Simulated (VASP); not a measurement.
# PtSe2 (P-3m1) in VASP: dielectric tensor with r2SCAN

Aim: the dielectric tensor of PtSe2 with r2SCAN.

Program: VASP 6.6.1. These are calculated values, not measurements. Logs are shortened: lines on timing, memory, paths and dates and some standing lists are left out, and cuts for length are marked.

### 1 The cell of the first run

It takes space group P-3m1 (No. 164, trigonal). The conventional cell has a = 3.580 Å, b = 3.580 Å, c = 5.816 Å, α = 90.00°, β = 90.00°, γ = 120.00°. Within 3.3 Å of Pt (site symmetry -3m) lie 6 Se at 2.49 Å. Within 3.3 Å of Se (site symmetry 3m) lie 3 Pt at 2.49 Å.

### 2 Dielectric tensor, r2SCAN (epitaxial xy strain -4.0%)

Input file INCAR:

```
SYSTEM = PtSe2
  PREC = Accurate
  ENCUT = 520
  EDIFF = 1E-8
  ISMEAR = 0
  SIGMA = 0.01
  LREAL = .False.
  LASPH = .True.
  NELM = 60
  ALGO = Normal
  ISIF = 2
  LWAVE = .False.
  LCHARG = .False.
  METAGGA = R2SCAN
  LMIXTAU = .True.
  LCALCEPS = .True.
```

Input file KPOINTS:

```
regular mesh
0
Gamma
  6 6 4
  0 0 0
```

Input file POSCAR:

```
PtSe2
1.0
    3.5795043541      0.0000000000      0.0000000000
   -1.7897521770      3.0999417036      0.0000000000
    0.0000000000      0.0000000000      5.8164888559
Pt Se
1 2
Direct
    0.0000000000      0.0000000000      0.0000000000
    0.3333333333      0.6666666667      0.2379399976
    0.6666666667      0.3333333333      0.7620600024
```

Potentials or basis: VASP PAW PBE potentials, release 64 (Pt, Se).

Started as:

```
cat potpaw_PBE.64/Pt/POTCAR potpaw_PBE.64/Se/POTCAR > POTCAR
mpirun -np 1 vasp_std > vasp.out
```

OUTCAR:

```text
SYSTEM = PtSe2
   PREC = Accurate
   ENCUT = 520
   EDIFF = 1E-8
   ISMEAR = 0
   LREAL = .False.
   LASPH = .True.
   NELM = 60
   ISIF = 2
   METAGGA = R2SCAN

 ion  position               nearest neighbor table
   1  0.000  0.000  0.000-   2 2.49   3 2.49   2 2.49   3 2.49   3 2.49   2 2.49
   2  0.333  0.667  0.238-   1 2.49   1 2.49   1 2.49
   3  0.667  0.333  0.762-   1 2.49   1 2.49   1 2.49

  LATTYP: Found a hexagonal cell.
 ALAT       =     3.5795043541
 C/A-ratio  =     1.6249425285

  Lattice vectors:

 A1 = (   3.5795043541,   0.0000000000,   0.0000000000)
 A2 = (  -1.7897521770,   3.0999417036,   0.0000000000)
 A3 = (   0.0000000000,   0.0000000000,   5.8164888559)

Analysis of symmetry for initial positions (statically):
=====================================================================
 Subroutine PRICEL returns:
 Original cell was already a primitive cell.

 Routine SETGRP: Setting up the symmetry group for a
 hexagonal supercell.

 Subroutine GETGRP returns: Found 12 space group operations
 (whereof 12 operations were pure point group operations)
 out of a pool of 24 trial point group operations.

The static configuration has the point symmetry D_3d.

Analysis of symmetry for dynamics (positions and initial velocities):
=====================================================================
 Subroutine PRICEL returns:
 Original cell was already a primitive cell.

 Routine SETGRP: Setting up the symmetry group for a
 hexagonal supercell.

 Subroutine GETGRP returns: Found 12 space group operations
 (whereof 12 operations were pure point group operations)
 out of a pool of 24 trial point group operations.

The dynamic configuration has the point symmetry D_3d.

 Subroutine INISYM returns: Found 12 space group operations
 (whereof 12 operations are pure point group operations),
 and found     1 'primitive' translations

----------------------------------------------------------------------------------------

                                     Primitive cell

  volume of cell :      64.5412

  direct lattice vectors                    reciprocal lattice vectors
     3.579504354  0.000000000  0.000000000     0.279368287  0.161293356  0.000000000
    -1.789752177  3.099941704  0.000000000     0.000000000  0.322586711  0.000000000
[... 150 lines left out ...]
      2      -8.3003      2.00000
      3      -1.7704      2.00000
      4      -0.7863      2.00000
      5      -0.7863      2.00000
      6       1.3863      2.00000
      7       1.3863      2.00000
      8       2.5709      2.00000
      9       4.8095      2.00000
     10       4.8095      2.00000
     11       5.0750      2.00000
     12   10000.0000      0.00000
     13   10000.0000      0.00000
     14   10000.0000      0.00000
[... 401 lines left out ...]
      2      -8.3847      2.00000
      3      -1.0059      2.00000
      4      -0.8839      2.00000
      5      -0.8718      2.00000
      6       0.7869      2.00000
      7       0.7949      2.00000
      8       1.4936      2.00000
      9       1.8670      2.00000
     10       3.2364      2.00000
     11       3.2381      2.00000
     12   10000.0000      0.00000
     13   10000.0000      0.00000
     14   10000.0000      0.00000
     15   10000.0000      0.00000

 [... further k-points ...]

------------------------ aborting loop because EDIFF is reached ----------------------------------------

            Ionic dipole moment: p[ion]=(     0.00000     0.00000     0.00000 ) |e| Angst

 Total electronic dipole moment: p[elc]=(     0.00082    -0.00048     0.03294 ) |e| Angst

 MACROSCOPIC STATIC DIELECTRIC TENSOR (including local field effects)
 ------------------------------------------------------
          17.585028     0.000000     0.000000
           0.000000    17.585028     0.000000
           0.000000     0.000000    10.234617
 ------------------------------------------------------

 PIEZOELECTRIC TENSOR (including local field effects) (e Angst)
          XX          YY          ZZ          XY          YZ          ZX
  --------------------------------------------------------------------------------
  x     0.00000     0.00000     0.00000     0.00000     0.00000     0.00000
  y     0.00000     0.00000     0.00000     0.00000     0.00000     0.00000
  z     0.00000     0.00000     0.00000     0.00000     0.00000     0.00000

 PIEZOELECTRIC TENSOR (including local field effects) (C/m^2)
          XX          YY          ZZ          XY          YZ          ZX
  --------------------------------------------------------------------------------
  x     0.00000     0.00000     0.00000     0.00000     0.00000     0.00000
  y     0.00000     0.00000     0.00000     0.00000     0.00000     0.00000
  z     0.00000     0.00000     0.00000     0.00000     0.00000     0.00000

 BORN EFFECTIVE CHARGES (including local field effects) (in |e|, cummulative output)
 ---------------------------------------------------------------------------------
 ion    1
    1     2.44842     0.00000    -0.00000
    2     0.00000     2.44842    -0.00000
    3    -0.00000     0.00000     0.24485
 ion    2
    1    -1.22421    -0.00000     0.00000
    2    -0.00000    -1.22421    -0.00000
    3     0.00000     0.00000    -0.12243
 ion    3
    1    -1.22421    -0.00000    -0.00000
    2    -0.00000    -1.22421    -0.00000
    3    -0.00000     0.00000    -0.12243

  FORCE on cell =-STRESS in cart. coord.  units (eV):
  Direction    XX          YY          ZZ          XY          YZ          ZX
  --------------------------------------------------------------------------------------
  -------------------------------------------------------------------------------------
  Total        3.3036649      3.3036649      0.5186998      0.0000000      0.0000000      0.0000000
  in kB       82.0104600     82.0104600     12.8762478      0.0000000      0.0000000      0.0000000
  external PRESSURE =      58.9657226 kB  Pullay stress =       0.0000000 kB

 VOLUME and BASIS-vectors are now :
 -----------------------------------------------------------------------------
  energy-cutoff  :      520.00
  volume of cell :       64.54
      direct lattice vectors                 reciprocal lattice vectors
     3.579504354  0.000000000  0.000000000     0.279368287  0.161293356  0.000000000
    -1.789752177  3.099941704  0.000000000     0.000000000  0.322586711  0.000000000
     0.000000000  0.000000000  5.816488856     0.000000000  0.000000000  0.171925026

 POSITION                                       TOTAL-FORCE (eV/Angst)
 -----------------------------------------------------------------------------------
      0.00000      0.00000      0.00000        -0.000000      0.000000      0.000000
     -0.00000      2.06663      1.38398         0.000000      0.000000     -0.011249
      1.78975      1.03331      4.43251        -0.000000     -0.000000      0.011249
 -----------------------------------------------------------------------------------
    total drift:                               -0.000000     -0.000000      0.000000

  FREE ENERGIE OF THE ION-ELECTRON SYSTEM (eV)
  ---------------------------------------------------
  free  energy   TOTEN  =       -81.3697187359 eV

  energy  without entropy=      -81.3697187359  energy(sigma->0) =      -81.36971874
```

OSZICAR:

```text
N       E                     dE             d eps       ncg     rms          rms(c)
DAV:   1     0.499343345369E+02    0.49934E+02   -0.10431E+04   720   0.132E+03
DAV:   2    -0.823631130329E+02   -0.13230E+03   -0.12953E+03   923   0.245E+02
[... 13 lines left out ...]
DMP:  39    -0.813697186678E+02   -0.21807E-07   -0.19234E-07   705   0.210E-07   0.521E-07
DMP:  40    -0.813697186859E+02   -0.18184E-07   -0.16385E-07   705   0.179E-07   0.444E-07
DMP:  41    -0.813697187017E+02   -0.15743E-07   -0.13966E-07   705   0.153E-07   0.378E-07
DMP:  42    -0.813697187149E+02   -0.13211E-07   -0.11912E-07   705   0.130E-07   0.322E-07
DMP:  43    -0.813697187261E+02   -0.11205E-07   -0.10165E-07   705   0.111E-07   0.275E-07
DMP:  44    -0.813697187359E+02   -0.97809E-08   -0.86795E-08   705   0.950E-08   0.235E-07
   1 F= -.81369719E+02 E0= -.81369719E+02  d E =-.352884E-15
```

stdout:

```text
POSCAR found type information on POSCAR PtSe
 POSCAR found :  2 types and       3 ions
 scaLAPACK will be used
 -----------------------------------------------------------------------------
|                                                                             |
|                                                                             |
[... 111 lines left out ...]
 p_tot=(  0.594E-01 -0.101E-02  0.803E-03 )
dp_tot=(  0.594E-01 -0.101E-02  0.803E-03 )  diag[e(oo)]=( 17.64808    ---      ---   )
 p_tot=(  0.594E-01 -0.102E-02  0.808E-03 )
dp_tot=(  0.594E-01 -0.102E-02  0.808E-03 )  diag[e(oo)]=( 17.66632    ---      ---   )
 p_tot=(  0.595E-01 -0.102E-02  0.812E-03 )
dp_tot=(  0.595E-01 -0.102E-02  0.812E-03 )  diag[e(oo)]=( 17.68291    ---      ---   )
 p_tot=(  0.596E-01 -0.102E-02  0.816E-03 )
dp_tot=(
```

It took 55 min on 1 thread of Intel Xeon 6975P-C (Granite Rapids), shared host; peak memory 0.45 GiB.

Results:

- Band gap on the k mesh: 0.87 eV (least direct gap 1.42 eV)
- Electronic dielectric tensor (diagonal): 17.59, 17.59, 10.23
- Born charges (mean of the diagonal): Pt +1.71; Se -0.86 e

Electronic dielectric tensor:
```
17.59  0.00  0.00
 0.00 17.59  0.00
 0.00  0.00 10.23
```

Born effective charge tensors (e):
atom 1, Pt
```
2.45 0.00 0.00
0.00 2.45 0.00
0.00 0.00 0.24
```
atom 2, Se
```
-1.22  0.00  0.00
 0.00 -1.22  0.00
 0.00  0.00 -0.12
```
atom 3, Se
```
-1.22  0.00  0.00
 0.00 -1.22  0.00
 0.00  0.00 -0.12
```

Dipole moments of the cell (e·Å, modulo the quantum): ionic 0.000, 0.000, 0.000; electronic 0.001, 0.000, 0.033

Caveat: the cell differs from its parent crystal (epitaxial xy strain -4.0%); the PAW data sets were made with another functional, which shifts forces and pressure a little; spin-orbit coupling is left out, which moves the levels of the heavy elements.
